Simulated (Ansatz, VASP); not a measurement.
**Two plane-wave programs on CdSb2O4**

```xyz
7
Lattice="0.0158 -3.4266 -0.0056 -5.5958 1.7393 0.0082 2.6855 -0.0228 -6.2464" Properties=species:S:1:pos:R:3 pbc="T T T"
Cd   -4.2373   -1.6986   -3.1206
Sb   -1.7890    0.0249   -1.4573
Sb   -1.1058   -1.7349   -4.7860
O     0.0916   -0.0085   -5.1229
O    -0.2520   -1.7250   -2.9614
O    -2.9864   -1.7016   -1.1213
O    -2.6420    0.0148   -3.2825
```

Change from the starting cell: cell x1, atoms moved at random (sigma 0.15 Å) and cell strained at random (1.5 %), then relaxed without symmetry.

Alike in both runs: functional PBE; k mesh 4 × 4 × 2; occupations gaussian, width 0.1 eV; no spin polarisation.

Ansatz relaxed the structure, and its values are those at the end. VASP's run is a single point on that final structure, the one shown.

|  | VASP | Ansatz |
| --- | --- | --- |
| version | VASP 6.6.1 | Ansatz 0.2.0 |
| potentials or method | VASP PAW PBE potentials, release 64 (Cd, Sb, O), cutoff 520 eV | scalar-relativistic, plane waves, PAW |
| valence electrons in the cell | 46 | 74 |

```csv
,VASP,Ansatz,Ansatz less VASP
gap on the k mesh at the Fermi level (eV),2.10,2.14,+0.041
least direct gap on the mesh (eV),2.10,2.14,+0.041
pressure (GPa),0.1,0.0,-0.03
rms of the force components (eV/Å),0.025,0.005,-0.0201
```

The functional is the same, so the differences come from potentials, cutoffs and numerics. VASP's potentials hold 46 valence electrons a cell and Ansatz's 74, so a difference there can come from the potentials and not from the codes.

The k mesh is coarse, so the values compare programs but aren't converged. Neither program's run includes spin-orbit coupling.
